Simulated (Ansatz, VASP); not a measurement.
**TePb: VASP beside Ansatz**

```
Pb Te
1.0
     0.00000    3.23100    3.23100
     3.23100    0.00000    3.23100
     3.23100    3.23100    0.00000
Pb Te
1 1
Direct
  0.00000 0.00000 0.00000
  0.50000 0.50000 0.50000
```

Alike in both runs: task single point; functional PBE; k mesh 4 × 4 × 4; occupations fermi-dirac, width 0.02 eV; no spin polarisation.

|  | VASP | Ansatz |
| --- | --- | --- |
| version | VASP 6.6.1 | Ansatz 0.2.0 |
| potentials or method | VASP PAW PBE potentials, release 64 (Pb_d, Te), cutoff 500 eV | all-electron LAPW, scalar-relativistic |

Ansatz gave:

```
gap on the k mesh at the Fermi level (eV) : 0.73
least direct gap on the mesh (eV)         : 0.73
pressure (GPa)                            : 2.2
```

**Question.** Estimate VASP's values.

**Answer.** gap on the k mesh at the Fermi level (eV): 0.73; least direct gap on the mesh (eV): 0.73; pressure (GPa): 2.1.

Ansatz ran all-electron here, and VASP with PAW potentials.

The k mesh is coarse, so the values compare programs but aren't converged. Neither program's run includes spin-orbit coupling.
